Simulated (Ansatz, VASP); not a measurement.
# One calculation of Li2O, two programs

```
O Li
1.0
     0.00000    2.33121    2.33121
     2.33121    0.00000    2.33121
     2.33121    2.33121    0.00000
O Li
1 2
Direct
  0.00000 0.00000 0.00000
  0.25000 0.25000 0.25000
  0.75000 0.75000 0.75000
```

Alike in both runs: task single point; functional r2SCAN; k mesh 8 × 8 × 8; no spin polarisation.

|  | VASP | Ansatz |
| --- | --- | --- |
| version | VASP 6.6.1 | Ansatz 0.2.0 |
| potentials or method | VASP PAW PBE potentials, release 64 (O, Li_sv) | plane waves, PAW |
| plane-wave cutoff (eV) | 830 | 500 |
| occupations | gaussian, width 0.01 eV | fixed |
| valence electrons in the cell | 12 | 12 |

|  | VASP | Ansatz | Ansatz less VASP |
| --- | --- | --- | --- |
| gap on the k mesh at the Fermi level (eV) | 5.61 | 5.64 | +0.030 |
| pressure (GPa) | -5.0 | -4.5 | +0.46 |

VASP's potentials were made for PBE, not for r2SCAN.
